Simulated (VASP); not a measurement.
Here is a VASP 6.6.1 calculation.

Contents of INCAR:

```
PREC = Accurate
ENCUT = 520
EDIFF = 1E-6
ISMEAR = 0
SIGMA = 0.1
LREAL = False
LASPH = True
NELM = 60
ALGO = Normal
ISIF = 2
LWAVE = False
LCHARG = True
GGA = PE
LELF = True
LVHAR = True
NBANDS = 29
```

Contents of KPOINTS:

```
Automatic mesh
0
Gamma
  6 6 2
```

File POSCAR:

```
KTi
1.0
    3.6654718194      0.0000000000      0.0000000000
    0.0000000000      3.6654718194      0.0000000000
    0.0000000000      0.0000000000     11.0193212154
K Ti
2 2
Direct
    0.0000000000      0.5000000000      0.3002070987
    0.5000000000      0.0000000000      0.6997929013
    0.0000000000      0.0000000000      0.0000000000
    0.5000000000      0.5000000000      0.0000000000
```

Potentials or basis: VASP PAW PBE potentials, release 64 (K_sv, Ti_sv).

The run is started by

```bash
$ cat potpaw_PBE.64/K_sv/POTCAR potpaw_PBE.64/Ti_sv/POTCAR > POTCAR
$ mpirun -np 1 vasp_std > vasp.out
```

Task: What does it give for the band gap on the k mesh?

Result: Zero (band 21 reaches 3.05 eV, above the bottom of band 22 at 1.69 eV).

Task: Predict the pressure.

Result: 0.0 GPa.

Task: Estimate the largest force.

Result: 0.007 eV/Å.

Forces in eV/Å, atoms in the order of the input:
```
K    0.000  0.000 -0.007
K    0.000  0.000  0.007
Ti   0.000  0.000  0.000
Ti   0.000  0.000  0.000
```
